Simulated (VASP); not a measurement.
Here is a VASP 6.6.1 calculation.

The input INCAR:

```
SYSTEM = Li
ALGO     = Normal         ! electronic algorithm
EDIFF    = 1E-7           ! SCF threshold, eV
EDIFFG   = -0.01          ! ionic threshold
ENCUT    = 600            ! plane-wave cutoff, eV
GGA      = PE             ! functional
IBRION   = 2              ! ionic algorithm
ISIF     = 3              ! what is computed and relaxed
ISMEAR   = 0              ! smearing method
LASPH    = .TRUE.         ! aspherical terms in the spheres
LCHARG   = .FALSE.        ! write CHGCAR
LREAL    = .FALSE.        ! projectors in reciprocal space
LWAVE    = .FALSE.        ! write WAVECAR
NELM     = 100            ! most SCF steps
NSW      = 80             ! ionic steps
PREC     = Accurate       ! precision mode
SIGMA    = 0.1            ! smearing width, eV
```

File KPOINTS:

```
k-points
0
G
  18 18 18
  0 0 0
```

File POSCAR:

```
Li
1.0
   -1.7226671575      1.7226671575      2.5403706781
    1.7226671575     -1.7226671575      2.5403706781
    1.7226671575      1.7226671575     -2.5403706781
Li
1
Direct
    0.0000000000      0.0000000000      0.0000000000
```

Potentials or basis: VASP PAW PBE potentials, release 64 (Li_sv).

Launch:

```console
$ cat potpaw_PBE.64/Li_sv/POTCAR > POTCAR
$ mpirun -np 1 vasp_std > vasp.out
```

(1) Estimate the relaxed cell.

(2) What does it give for the space group after relaxing (to 0.05 Å)?

(3) Estimate the relaxed volume.

Results:

(1) a = 3.054 Å, b = 3.054 Å, c = 3.054 Å, α = 120.24°, β = 120.24°, γ = 89.58°.

(2) Fm-3m (No. 225).

(3) 20.07 Å³/atom.

Caveat: the cutoff is under 1.25 times the usual one of these potentials, so pressure, stress and relaxed cells hold a basis-set (Pulay) error; the volume moved by over 15 % at a fixed basis, so the end points are rough.
